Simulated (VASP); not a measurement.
The system is SiC.

```
Si C
1.0
     3.09500    0.00000    0.00000
    -1.54750    2.68035    0.00000
     0.00000    0.00000   15.17000
Si C
6 6
Cartesian
  1.5475 0.8934 6.9524
  0.0000 1.7869 14.5374
  1.5475 0.8934 12.0101
  0.0000 1.7869 4.4251
  0.0000 0.0000 9.4812
  0.0000 0.0000 1.8962
  1.5475 0.8934 5.0562
  0.0000 1.7869 12.6412
  1.5475 0.8934 10.1138
  0.0000 1.7869 2.5288
  0.0000 0.0000 7.5850
  0.0000 0.0000 0.0000
```

| Quantity | Value |
| --- | --- |
| Program | VASP 6.6.1 |
| Task | relaxation of cell and atoms |
| Functional | LDA |
| Potentials or basis | VASP PAW LDA potentials, release 64 (Si, C) |
| Cutoff | 600 eV |
| k mesh | 10 × 10 × 2 |
| Occupations | fermi-dirac, width 0.05 eV |
| Spin | no spin polarisation |

At the start: pressure -7.0 GPa; volume 10.49 Å³/atom.

Q: Where does the relaxation end?

A: Over 7 steps the energy falls by 7.7 meV/atom and the volume is 10.15 Å³/atom (-3.2 %); space group P6_3mc (No. 186, to 0.1 Å) before and after.

Step by step:
| step | energy change (eV) | largest force (eV/Å) | pressure (GPa) | volume (Å³) |
| --- | --- | --- | --- | --- |
| 1 | 0.0000 | 0.1438 | -7.05 | 125.85 |
| 2 | 0.0159 | 0.1286 | 8.51 | 117.63 |
| 3 | -0.0926 | 0.0267 | -0.05 | 121.81 |
| 4 | -0.0926 | 0.0266 | 0.10 | 121.73 |
| 5 | -0.0927 | 0.0126 | 0.11 | 121.73 |
| 6 | -0.0927 | 0.0134 | 0.11 | 121.73 |
| 7 | -0.0927 | 0.0089 | -0.09 | 121.83 |

Final structure:
```
Si C
1.0
     3.06054    0.00000    0.00000
    -1.53027    2.65050    0.00000
     0.00000    0.00000   15.01896
Si C
6 6
Direct
  0.66667 0.33333 0.45830
  0.33333 0.66667 0.95830
  0.66667 0.33333 0.79183
  0.33333 0.66667 0.29183
  0.00000 0.00000 0.62505
  0.00000 0.00000 0.12505
  0.66667 0.33333 0.33332
  0.33333 0.66667 0.83332
  0.66667 0.33333 0.66683
  0.33333 0.66667 0.16683
  0.00000 0.00000 0.49967
  0.00000 0.00000 0.99967
```
